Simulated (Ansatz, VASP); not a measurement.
**HfN: VASP beside Ansatz**

File INCAR:

```
PREC = Accurate ; ENCUT = 600
EDIFF = 1E-6 ; ISMEAR = 0
SIGMA = 0.023 ; LREAL = F
LASPH = T ; NELM = 120
ALGO = Normal ; ISIF = 2
LWAVE = F ; LCHARG = F
GGA = PE ; NBANDS = 14
GGA_COMPAT = F
```

The input KPOINTS:

```
regular mesh
0
Gamma
  10 10 10
```

Contents of POSCAR:

```
HfN
1.0
    0.0000000000      2.2560000000      2.2560000000
    2.2560000000      0.0000000000      2.2560000000
    2.2560000000      2.2560000000      0.0000000000
Hf N
1 1
Direct
    0.0000000000      0.0000000000      0.0000000000
    0.5000000000      0.5000000000      0.5000000000
```

input.yaml

```yaml
crystal:
  lattice:
    - [0.0, 2.256, 2.256]
    - [2.256, 0.0, 2.256]
    - [2.256, 2.256, 0.0]
  atoms:
    - { symbol: Hf, position: [0.0, 0.0, 0.0] }
    - { symbol: "N", position: [0.5, 0.5, 0.5] }
hamiltonian:
  xc: pbe
  pseudopotentials: { kind: paw }
kpoints:
  mp_grid: { grid: [10, 10, 10] }
scf:
  occupations: { method: gaussian, width: 0.023 }
output:
  forces: true
  stress: true
  eigenvalues: true
  write_density: true
  write_potential: true
  elf: true
  volumetric_format: npy
```

Alike in both runs: task single point; functional PBE; k mesh 10 × 10 × 10; occupations gaussian, width 0.023 eV; no spin polarisation.

```csv
,VASP,Ansatz
version,VASP 6.6.1,Ansatz 0.2.0
potentials or method,"VASP PAW PBE potentials, release 64 (Hf_pv, N)",Ansatz PAW
plane-wave cutoff (eV),600,420
valence electrons in the cell,15,31
```

```csv
,VASP,Ansatz,Ansatz less VASP
gap on the k mesh at the Fermi level (eV),none,none,-
pressure (GPa),4.1,6.6,+2.50
```

A gap of «none» marks a metal or a gap that the smearing closes. VASP's potentials hold 15 valence electrons a cell and Ansatz's 31, so a difference there can come from the potentials and not from the codes.

Neither program's run includes spin-orbit coupling.
